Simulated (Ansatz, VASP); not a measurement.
## Two plane-wave programs on Re

```
CELL_PARAMETERS angstrom
0.00000 1.96268 1.96268
1.96268 0.00000 1.96268
1.96268 1.96268 0.00000
ATOMIC_POSITIONS crystal
Re 0.00000 0.00000 0.00000
```

Alike in both runs: functional revPBE; k mesh 14 × 14 × 14; occupations fermi-dirac, width 0.1 eV; no spin polarisation.

Ansatz relaxed the structure, and its values are those at the end. VASP's run is a single point on that final structure, the one shown.

|  | VASP | Ansatz |
| --- | --- | --- |
| version | VASP 6.6.1 | Ansatz 0.2.0 |
| potentials or method | VASP PAW PBE potentials, release 64 (Re), cutoff 520 eV | plane waves (420 eV) with PAW, scalar-relativistic |
| valence electrons in the cell | 7 | 15 |

|  | VASP | Ansatz | Ansatz less VASP |
| --- | --- | --- | --- |
| pressure (GPa) | -0.7 | 0.0 | +0.68 |

VASP's potentials were made for PBE, not for revPBE. VASP's potentials hold 7 valence electrons a cell and Ansatz's 15, so a difference there can come from the potentials and not from the codes.

Spin-orbit coupling is off throughout.
